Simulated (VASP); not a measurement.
A run of VASP 6.6.1:

The input POSCAR:

```
PbI2
1.0
    4.5550018558      0.0000000000      0.0000000000
   -2.2775009279      3.9447473214      0.0000000000
    0.0000000000      0.0000000000      6.9770000000
Pb I
1 2
Direct
    0.0000000000      0.0000000000      0.0000000000
    0.3333333333      0.6666666667      0.2650000000
    0.6666666667      0.3333333333      0.7350000000
```

INCAR.step1

```
SYSTEM = PbI2
PREC = Accurate
ENCUT = 400
EDIFF = 1E-6
ISMEAR = -1
SIGMA = 0.02
LREAL = .False.
LASPH = .True.
NELM = 120
ALGO = Normal
ISIF = 2
LWAVE = .False.
LCHARG = .True.
GGA = PE
NBANDS = 21
GGA_COMPAT = .False.
NEDOS = 2001
LORBIT = 11
```

The input KPOINTS.step1:

```
Automatic mesh
0
Gamma
  8 8 5
  0 0 0
```

The input INCAR.step2:

```
SYSTEM = PbI2
PREC = Accurate
ENCUT = 400
EDIFF = 1E-6
ISMEAR = -5
SIGMA = 0.02
LREAL = .False.
LASPH = .True.
NELM = 120
ALGO = Normal
ISIF = 2
LWAVE = .False.
LCHARG = .False.
GGA = PE
LORBIT = 11
NBANDS = 21
NEDOS = 2001
ICHARG = 11
GGA_COMPAT = .False.
```

File KPOINTS.step2:

```
Automatic mesh
0
Gamma
  12 12 8
  0 0 0
```

Potentials or basis: VASP PAW PBE potentials, release 64 (Pb_d, I).

Command:

```sh
$ cat potpaw_PBE.64/Pb_d/POTCAR potpaw_PBE.64/I/POTCAR > POTCAR
$ cp INCAR.step1 INCAR
$ cp KPOINTS.step1 KPOINTS
$ mpirun -np 1 vasp_std > vasp.out
$ cp INCAR.step2 INCAR
$ cp KPOINTS.step2 KPOINTS
$ mpirun -np 1 vasp_std > vasp.out
```

Hardware: 1 thread of Intel(R) Xeon(R) Platinum 8488C (Sapphire Rapids) (shared host).

Problem. Estimate the wall time of this run.

Solution. It took 2.2 min on 1 thread of Intel(R) Xeon(R) Platinum 8488C (Sapphire Rapids), with other jobs on the host, peak memory 0.35 GiB. Counts: k points 131.
